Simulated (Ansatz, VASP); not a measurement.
# TlW: VASP beside Ansatz

File INCAR:

```
  ALGO = Fast
  EDIFF = 1E-7
  EDIFFG = -0.01
  ENCUT = 600
  GGA = PE
  IBRION = 2
  ISIF = 3
  ISMEAR = 0
  LASPH = True
  LCHARG = False
  LREAL = False
  LWAVE = False
  NELM = 80
  NSW = 100
  PREC = Accurate
  SIGMA = 0.1
```

File KPOINTS:

```
k-points
0
Gamma
  16 16 16
```

The input POSCAR:

```
TlW
1.0
    3.3685307485      0.0000000000      0.0000000000
    0.0000000000      3.3685307485      0.0000000000
    0.0000000000      0.0000000000      3.3685307485
Tl W
1 1
Direct
    0.0000000000      0.0000000000      0.0000000000
    0.5000000000      0.5000000000      0.5000000000
```

Input for Ansatz:

```yaml
crystal:
  lattice:
    - [3.3685307485, 0.0, 0.0]
    - [0.0, 3.3685307485, 0.0]
    - [0.0, 0.0, 3.3685307485]
  atoms:
    - { symbol: Tl, position: [0.0, 0.0, 0.0] }
    - { symbol: W, position: [0.5, 0.5, 0.5] }
basis:
  ecutwfc: 420
kpoints:
  mp_grid: { grid: [16, 16, 16] }
hamiltonian:
  xc: pbe
scf:
  occupations: { method: gaussian, width: 0.1 }
output:
  forces: true
  stress: true
  eigenvalues: true
relax:
  adjacent_minimum: "off"
  f_tol: 0.01
  max_steps: 80
  cell: { stress_tol: 0.05 }
```

Alike in both runs: task relaxation of cell and atoms; functional PBE; k mesh 16 × 16 × 16; occupations gaussian, width 0.1 eV; no spin polarisation.

```csv
,VASP,Ansatz
version,VASP 6.6.1,Ansatz 0.2.0
potentials or method,"VASP PAW PBE potentials, release 64 (Tl_d, W_sv), cutoff 600 eV","scalar-relativistic, plane waves, PAW"
valence electrons in the cell,27,27
```

Ansatz gave:

* gap on the k mesh at the Fermi level, each at its own relaxed structure (eV): none
* relaxed volume (Å³/atom): 19.00
* relaxed length of the cell vector where the two differ most in proportion (Å): 3.362

Problem. Estimate VASP's values.

Solution. gap on the k mesh at the Fermi level, each at its own relaxed structure (eV): none; relaxed volume (Å³/atom): 19.01; relaxed length of the cell vector where the two differ most in proportion (Å): 3.363.

A gap of «none» marks a metal or a gap that the smearing closes.

Spin-orbit coupling is off throughout.
